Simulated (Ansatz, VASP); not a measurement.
Rb in VASP and in Ansatz

Contents of INCAR:

```
PREC     = Accurate       # precision mode
ENCUT    = 520            # plane-wave cutoff, eV
EDIFF    = 1E-6           # SCF threshold, eV
ISMEAR   = 0              # smearing method
SIGMA    = 0.1            # smearing width, eV
LREAL    = False          # projectors in reciprocal space
LASPH    = True           # aspherical terms in the spheres
NELM     = 60             # most SCF steps
ALGO     = Fast           # electronic algorithm
ISIF     = 2              # what is computed and relaxed
LWAVE    = False          # write WAVECAR
LCHARG   = False          # write CHGCAR
GGA      = PS             # functional
NBANDS   = 10             # bands
```

KPOINTS

```
Automatic mesh
0
Gamma
  10 10 10
```

The input POSCAR:

```
Rb
1.0
   -2.5440599000      2.7411814000      2.5440599000
    2.8807799000     -2.9295762400      3.0691747400
    2.7324547400      3.1179710800     -2.7324547400
Rb
1
Direct
    0.0000000000      0.0000000000      0.0000000000
```

Input for Ansatz:

```yaml
crystal:
  lattice:
    - [-2.5440599, 2.7411814, 2.5440599]
    - [2.8807799, -2.92957624, 3.06917474]
    - [2.73245474, 3.11797108, -2.73245474]
  atoms:
    - { symbol: Rb, position: [0.0, 0.0, 0.0] }
basis:
  ecutwfc: 420
kpoints:
  mp_grid: { grid: [10, 10, 10] }
hamiltonian:
  xc: pbesol
scf:
  occupations: { method: gaussian, width: 0.1 }
output:
  forces: true
  stress: true
  eigenvalues: true
```

Alike in both runs: task single point; functional PBEsol; k mesh 10 × 10 × 10; occupations gaussian, width 0.1 eV; no spin polarisation.

|  | VASP | Ansatz |
| --- | --- | --- |
| version | VASP 6.6.1 | Ansatz 0.2.0 |
| potentials or method | VASP PAW PBE potentials, release 64 (Rb_sv), cutoff 520 eV | scalar-relativistic, plane waves, PAW |
| valence electrons in the cell | 9 | 9 |

|  | VASP | Ansatz | Ansatz less VASP |
| --- | --- | --- | --- |
| gap on the k mesh at the Fermi level (eV) | none | none | - |
| pressure (GPa) | -0.1 | -0.1 | 0.00 |
| traceless stress, the component that is largest in VASP (GPa) | -0.20 | -0.20 | 0.000 |

VASP's potentials were made for PBE, not for PBEsol. A gap of «none» marks a metal or a gap that the smearing closes. With one functional, cell and mesh, what is left measures potentials, basis and numerics.
